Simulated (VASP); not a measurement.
Set up this calculation in VASP 6.6.1, as the native input.

- Task: single point
- Functional: LDA
- Potentials or basis: VASP PAW LDA potentials, release 64 (B)
- Cutoff: 520 eV
- k mesh: 8 × 8 × 8
- Occupations: gaussian, width 0.1 eV
- Spin: no spin polarisation
- Dipole correction: no
- Further INCAR settings: ALGO = Normal; EDIFF = 1e-07; NBANDS = 10

The structure of B lies in POSCAR:

```
B
1.0
   -1.9675000000      1.9675000000      5.7035000000
    1.9675000000     -1.9675000000      5.7035000000
    1.9675000000      1.9675000000     -5.7035000000
B
2
Direct
    0.3750000000      0.3750000000      0.0000000000
    0.6250000000      0.6250000000      0.0000000000
```

The input as run:

INCAR

```
PREC = Accurate
ENCUT = 520
EDIFF = 1E-7
ISMEAR = 0
SIGMA = 0.1
LREAL = F
LASPH = T
NELM = 100
ALGO = Normal
ISIF = 2
LWAVE = F
LCHARG = T
GGA = CA
LELF = T
LVHAR = T
NBANDS = 10
```

KPOINTS

```
Automatic mesh
0
Gamma
  8 8 8
```

Potentials or basis: VASP PAW LDA potentials, release 64 (B).

Command:

```bash
$ cat potpaw_LDA.64/B/POTCAR > POTCAR
$ mpirun -np 1 vasp_std > vasp.out
```

Results of the run:

```json
{"Pressure": "-6.2 GPa", "Largest force": "0.746 eV/Å", "Band gap on the k mesh": "zero (bands 3 and 4 overlap by 1.00 eV)"}
```

Caveat: the cell stands under tension.

It took 80 s on 1 thread of Intel Xeon 8259CL, with other jobs on the host, peak memory 0.25 GiB.
